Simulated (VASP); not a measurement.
# Ti (R-3m) in VASP: a series of runs, part 2 of 2

VASP 6.6.1.

## Step 3: Single point, PBEsol

This run uses another cell than the first one, of the same volume but with other edges.

File INCAR:

```
SYSTEM = Ti
PREC     = Accurate       ! precision mode
ENCUT    = 520            ! plane-wave cutoff, eV
EDIFF    = 1E-6           ! SCF threshold, eV
ISMEAR   = 0              ! smearing method
SIGMA    = 0.15           ! smearing width, eV
LREAL    = .FALSE.        ! projectors in reciprocal space
LASPH    = .TRUE.         ! aspherical terms in the spheres
NELM     = 60             ! most SCF steps
ALGO     = Fast           ! electronic algorithm
ISIF     = 2              ! what is computed and relaxed
LWAVE    = .FALSE.        ! write WAVECAR
LCHARG   = .FALSE.        ! write CHGCAR
GGA      = PS             ! functional
NBANDS   = 12             ! bands
```

File KPOINTS:

```
Automatic mesh
0
G
  28 28 28
  0 0 0
```

File POSCAR:

```
Ti
1.0
   -0.4394792293      1.8336891980      1.8336891980
    1.8336891980     -0.4394792293      1.8336891980
    1.8336891980      1.8336891980     -0.4394792293
Ti
1
Direct
    0.0000000000      0.0000000000      0.0000000000
```

Potentials or basis: VASP PAW PBE potentials, release 64 (Ti_sv).

Run with:

```sh
$ cat potpaw_PBE.64/Ti_sv/POTCAR > POTCAR
$ mpirun -np 1 vasp_std > vasp.out
```

OUTCAR:

```text
SYSTEM = Ti
   PREC = Accurate
   ENCUT = 520
   EDIFF = 1E-6
   ISMEAR = 0
   LREAL = .FALSE.
   LASPH = .TRUE.
   NELM = 60
   ISIF = 2
   GGA = PS

 ion  position               nearest neighbor table
   1  0.000  0.000  0.000-

  LATTYP: Found a trigonal (rhomboedric) cell.
 ALAT       =     2.6302042017
 COS(alpha) =     0.2530624440

  Lattice vectors:

 A1 = (  -0.4394792293,   1.8336891980,   1.8336891980)
 A2 = (   1.8336891980,  -0.4394792293,   1.8336891980)
 A3 = (   1.8336891980,   1.8336891980,  -0.4394792293)

Analysis of symmetry for initial positions (statically):
=====================================================================
 Subroutine PRICEL returns:
 Original cell was already a primitive cell.

 Routine SETGRP: Setting up the symmetry group for a
 trigonal (rhombohedral) supercell.

 Subroutine GETGRP returns: Found 12 space group operations
 (whereof 12 operations were pure point group operations)
 out of a pool of 12 trial point group operations.

The static configuration has the point symmetry D_3d.

Analysis of symmetry for dynamics (positions and initial velocities):
=====================================================================
 Subroutine PRICEL returns:
 Original cell was already a primitive cell.

 Routine SETGRP: Setting up the symmetry group for a
 trigonal (rhombohedral) supercell.

 Subroutine GETGRP returns: Found 12 space group operations
 (whereof 12 operations were pure point group operations)
 out of a pool of 12 trial point group operations.

The dynamic configuration has the point symmetry D_3d.

 Subroutine INISYM returns: Found 12 space group operations
 (whereof 12 operations are pure point group operations),
 and found     1 'primitive' translations

----------------------------------------------------------------------------------------

                                     Primitive cell
[... 110 lines left out ...]
  volume/ion in A,a.u.               =      16.68       112.56
  Fermi-wavevector in a.u.,A,eV,Ry     =   1.466924  2.772084 29.277901  2.151865
  Thomas-Fermi vector in A             =   2.582603
   LORBIT       =      0    0 simple, 1 ext, 2 COOP (PROOUT), +10 PAW based schemes
   GGA     = PS    functional components
   LHFCALC =     F    Hartree Fock is set to
   AEXX    =    0.0000 exact exchange contribution
   IVDW    =     0    specifies the selected vdW correction
   LEPSILON=     F    determine dielectric tensor
   LRPA    =     F    only Hartree local field effects (RPA)
 non-spin polarized calculation
 RMM-DIIS sequential band-by-band and
 Gauss-broadening in eV      SIGMA  =   0.15
  energy-cutoff  :      520.00
  volume of cell :       16.68
 maximum number of plane-waves:       468
   NGX =  9   NGY =  9   NGZ =  9

 number of electron      11.9999995 magnetization

 Free energy of the ion-electron system (eV)
  ---------------------------------------------------
  ext. energy  EPLUGINS =         0.00000000
  ---------------------------------------------------
  free energy    TOTEN  =        -7.91967276 eV

  energy without entropy =       -7.89727843  energy(sigma->0) =       -7.90847559

 E-fermi :   8.3243     XC(G=0): -11.7710

 val. band max:        8.3232890654   @ k =   0.1786   0.1071   0.1071
 cond. band min:       8.3251883954   @ k =  -0.3571   0.2143   0.2143
 fundamental gap:      0.0018993300
 Fermi energy:         8.3242735324

 k-point     1 :       0.0000    0.0000    0.0000
  band No.  band energies     occupation
      1     -47.8100      2.00000
      2     -23.7091      2.00000
      3     -23.7091      2.00000
      4     -23.4314      2.00000
      5       2.4306      2.00000
      6       7.7942      2.00000
      7       7.7942      2.00000
      8      11.8957      0.00000
      9      11.9646      0.00000
     10      11.9646      0.00000
     11      23.6692      0.00000
     12      26.4766      0.00000
[... 331 lines left out ...]
 k-point    24 :       0.3214    0.0357   -0.0000
  band No.  band energies     occupation
      1     -47.7009      2.00000
      2     -24.3191      2.00000
      3     -23.6781      2.00000
      4     -23.5058      2.00000
      5       4.8609      2.00000
      6       8.0624      1.98646
      7       8.2761      1.35015
      8      11.1236      0.00000
      9      11.8078      0.00000
     10      11.8309      0.00000
     11      18.7928      0.00000
     12      25.9872      0.00000

 [... further k-points ...]
[... 5 lines left out ...]
  --------------------------------------------------------------------------------------
  -------------------------------------------------------------------------------------
  Total        0.0989144      0.0989144      0.0989144      0.8228869      0.8228869      0.8228869
  in kB        9.5013873      9.5013873      9.5013873     79.0437509     79.0437509     79.0437509
  external PRESSURE =       9.5013873 kB  Pullay stress =       0.0000000 kB

 VOLUME and BASIS-vectors are now :
 -----------------------------------------------------------------------------
  energy-cutoff  :      520.00
  volume of cell :       16.68
      direct lattice vectors                 reciprocal lattice vectors
    -0.439479229  1.833689198  1.833689198    -0.190010066  0.249904543  0.249904543
     1.833689198 -0.439479229  1.833689198     0.249904543 -0.190010066  0.249904543
     1.833689198  1.833689198 -0.439479229     0.249904543  0.249904543 -0.190010066

 POSITION                                       TOTAL-FORCE (eV/Angst)
 -----------------------------------------------------------------------------------
      0.00000      0.00000      0.00000        -0.000000     -0.000000     -0.000000
 -----------------------------------------------------------------------------------
    total drift:                                0.000000     -0.000000      0.000000

  FREE ENERGIE OF THE ION-ELECTRON SYSTEM (eV)
  ---------------------------------------------------
  free  energy   TOTEN  =        -7.9196727620 eV

  energy  without entropy=       -7.8972784261  energy(sigma->0) =       -7.90847559
```

stdout:

```text
POSCAR found type information on POSCAR Ti
 POSCAR found :  1 types and       1 ions
 scaLAPACK will be used
 -----------------------------------------------------------------------------
|                                                                             |
|                                                                             |
|     You enforced a specific xc type in the INCAR file but a different       |
[... 25 lines left out ...]
WARNING in EDDRMM: call to ZHEGV failed, returncode =   6  3      5
WARNING in EDDRMM: call to ZHEGV failed, returncode =   6  3      5
WARNING in EDDRMM: call to ZHEGV failed, returncode =   6  3      5
WARNING in EDDRMM: call to ZHEGV failed, returncode =   6  3      5
WARNING in EDDRMM: call to ZHEGV failed, returncode =   8  4      9
WARNING in EDDRMM: call to ZHEGV failed, returncode =   6  3     11
WARNING in EDDRMM: call to ZHEGV failed, returncode =   6  3      6
```

It took 6.3 min on 1 thread of Intel Xeon 6975P-C, shared host; peak memory 0.49 GiB.

Results:

- Free energy: -7.9197 eV
- Pressure: 1.0 GPa
- Band gap on the k mesh: zero (band 6 reaches 9.48 eV, above the bottom of band 7 at 7.79 eV)

Stress tensor (GPa, compression positive):
```
0.95 7.90 7.90
7.90 0.95 7.90
7.90 7.90 0.95
```

Levels at points of the mesh, in eV from the Fermi level:
```tsv
k point	band 2	band 3	band 4	band 5	band 6	band 7	band 8	band 9	band 10	band 11
(0.00, 0.00, 0.00)	-32.03	-32.03	-31.76	-5.89	-0.53	-0.53	3.57	3.64	3.64	15.34
(0.50, 0.00, 0.00)	-32.91	-31.99	-31.83	-2.24	-0.31	0.24	2.85	3.43	3.57	8.33
(0.50, 0.50, 0.00)	-32.87	-32.59	-31.89	-2.68	-1.09	3.36	3.59	3.88	5.26	8.85
(0.50, 0.50, 0.50)	-32.89	-32.44	-32.44	-2.33	-0.12	-0.12	5.13	5.13	5.18	12.16
```

Caveat: the PAW data sets were made with another functional, which shifts forces and pressure a little.

## Step 4: Single point, PBEsol

This run uses another cell than the first one, of the same volume but with other edges.

File INCAR:

```
  PREC = Accurate
  ENCUT = 520
  EDIFF = 1E-6
  ISMEAR = 0
  SIGMA = 0.15
  LREAL = False
  LASPH = True
  NELM = 80
  ALGO = Fast
  ISIF = 2
  LWAVE = False
  LCHARG = False
  GGA = PS
  NBANDS = 12
```

File KPOINTS:

```
Automatic mesh
0
Gamma
  28 28 28
```

File POSCAR:

```
Ti
1.0
    0.4943151924      2.3027854086      2.3027854086
    2.3027854086      0.4943151924      2.3027854086
    2.3027854086      2.3027854086      0.4943151924
Ti
1
Direct
    0.0000000000      0.0000000000      0.0000000000
```

Run with:

```sh
$ cat potpaw_PBE.64/Ti_sv/POTCAR > POTCAR
$ mpirun -np 1 vasp_std > vasp.out
```

Wall time 7.3 min (1 thread of Intel Xeon 6975P-C, shared host); peak memory 0.49 GiB.

The run converged. Its results:

* Free energy: -7.9409 eV
* Pressure: 2.1 GPa
* Band gap on the k mesh: zero (band 6 reaches 8.63 eV, above the bottom of band 7 at 8.01 eV)

Stress tensor (GPa, compression positive):
```
  2.09 -11.25 -11.25
-11.25   2.09 -11.25
-11.25 -11.25   2.09
```

Levels at points of the mesh, in eV from the Fermi level:
```csv
k point,band 2,band 3,band 4,band 5,band 6,band 7,band 8,band 9,band 10,band 11
"(0.00, 0.00, 0.00)",-32.37,-31.67,-31.67,-5.84,-1.04,1.39,1.39,3.80,3.80,11.19
"(0.50, 0.00, 0.00)",-33.27,-32.19,-32.02,-2.57,-0.73,2.44,2.60,2.65,5.39,10.34
"(0.50, 0.50, 0.00)",-33.24,-32.26,-32.04,-2.61,-1.92,3.58,3.82,3.90,5.41,9.73
"(0.50, 0.50, 0.50)",-32.63,-31.68,-31.68,-3.13,-1.33,1.31,1.31,4.12,4.12,5.29
```

Caveat: the PAW data sets were made with another functional, which shifts forces and pressure a little.

## Step 5: Single point, PBEsol

This run uses another cell than the first one, of the same volume but with other edges.

File INCAR:

```
SYSTEM = Ti
PREC = Accurate ; ENCUT = 520
EDIFF = 1E-6 ; ISMEAR = 0
SIGMA = 0.15 ; LREAL = .False.
LASPH = .True. ; NELM = 60
ALGO = Fast ; ISIF = 2
LWAVE = .False. ; LCHARG = .False.
GGA = PS ; NBANDS = 12
```

File KPOINTS:

```
Automatic mesh
0
Gamma
  28 28 28
  0 0 0
```

File POSCAR:

```
Ti
1.0
   -0.6411643702      1.7632020181      1.7632020181
    1.7632020181     -0.6411643702      1.7632020181
    1.7632020181      1.7632020181     -0.6411643702
Ti
1
Direct
    0.0000000000      0.0000000000      0.0000000000
```

Potentials or basis: VASP PAW PBE potentials, release 64 (Ti_sv).

Run with:

```sh
$ cat potpaw_PBE.64/Ti_sv/POTCAR > POTCAR
$ mpirun -np 1 vasp_std > vasp.out
```

OUTCAR:

```text
SYSTEM = Ti
   PREC = Accurate
   ENCUT = 520
   EDIFF = 1E-6
   ISMEAR = 0
   LREAL = .False.
   LASPH = .True.
   NELM = 60
   ISIF = 2
   GGA = PS

 ion  position               nearest neighbor table
   1  0.000  0.000  0.000-

  LATTYP: Found a trigonal (rhomboedric) cell.
 ALAT       =     2.5746561834
 COS(alpha) =     0.1279069768

  Lattice vectors:

 A1 = (  -0.6411643702,   1.7632020181,   1.7632020181)
 A2 = (   1.7632020181,  -0.6411643702,   1.7632020181)
[... 532 lines left out ...]
      4     -23.4424      2.00000
      5       4.9095      2.00000
      6       7.6636      2.00000
      7       8.3567      0.89572
      8      11.0575      0.00000
      9      11.4690      0.00000
     10      12.6071      0.00000
     11      18.2524      0.00000
     12      26.9463      0.00000

 [... further k-points ...]
[... 5 lines left out ...]
  --------------------------------------------------------------------------------------
  -------------------------------------------------------------------------------------
  Total        0.3121434      0.3121434      0.3121434      0.7189074      0.7189074      0.7189074
  in kB       29.9834432     29.9834432     29.9834432     69.0558304     69.0558304     69.0558304
  external PRESSURE =      29.9834432 kB  Pullay stress =       0.0000000 kB

 VOLUME and BASIS-vectors are now :
 -----------------------------------------------------------------------------
  energy-cutoff  :      520.00
  volume of cell :       16.68
      direct lattice vectors                 reciprocal lattice vectors
    -0.641164370  1.763202018  1.763202018    -0.161742774  0.254167216  0.254167216
     1.763202018 -0.641164370  1.763202018     0.254167216 -0.161742774  0.254167216
     1.763202018  1.763202018 -0.641164370     0.254167216  0.254167216 -0.161742774

 POSITION                                       TOTAL-FORCE (eV/Angst)
 -----------------------------------------------------------------------------------
      0.00000      0.00000      0.00000         0.000000     -0.000000     -0.000000
 -----------------------------------------------------------------------------------
    total drift:                                0.000000      0.000000      0.000000

  FREE ENERGIE OF THE ION-ELECTRON SYSTEM (eV)
  ---------------------------------------------------
  free  energy   TOTEN  =        -7.6450604213 eV

  energy  without entropy=       -7.6222153451  energy(sigma->0) =       -7.63363788
```

stdout:

```text
POSCAR found type information on POSCAR Ti
 POSCAR found :  1 types and       1 ions
 scaLAPACK will be used
 -----------------------------------------------------------------------------
|                                                                             |
|                                                                             |
|     You enforced a specific xc type in the INCAR file but a different       |
[... 23 lines left out ...]
WARNING in EDDRMM: call to ZHEGV failed, returncode =   6  3      7
WARNING in EDDRMM: call to ZHEGV failed, returncode =   6  3      5
WARNING in EDDRMM: call to ZHEGV failed, returncode =   6  3      8
WARNING in EDDRMM: call to ZHEGV failed, returncode =   6  3      8
WARNING in EDDRMM: call to ZHEGV failed, returncode =   6  3      8
WARNING in EDDRMM: call to ZHEGV failed, returncode =   6  3      8
WARNING in EDDRMM: call to ZHEGV failed, returncode =   6  3      7
```

It took 6 min on 1 thread of Intel Xeon 6975P-C, shared host; peak memory 0.48 GiB.

What came out:

```
Free energy            : -7.6451 eV
Pressure               : 3.0 GPa
Band gap on the k mesh : zero (band 6 reaches 9.30 eV, above the bottom of band 7 at 7.18 eV)
```

Caveat: the PAW data sets were made with another functional, which shifts forces and pressure a little.

## Step 6: Summary

| cell | gap on the mesh (eV) | pressure (GPa) |
| --- | --- | --- |
| a = 3.943 Å, angles 33.6°, 1 atom | none | 27.4 |
| a = 2.630 Å, angles 75.3°, 1 atom | none | 1.0 |
| a = 3.294 Å, angles 45.7°, 1 atom | none | 2.1 |
| a = 2.575 Å, angles 82.7°, 1 atom | none | 3.0 |

Alike in all rows: task single point; level PBEsol; potentials or basis VASP PAW PBE potentials, release 64 (Ti_sv); no spin polarisation; k mesh 28 × 28 × 28; cutoff (eV) 520; smearing gaussian 0.15 eV.

Caveats: the PAW data sets were made with another functional, which shifts forces and pressure a little.

Absolute energies hang on the potentials; compare differences alone.
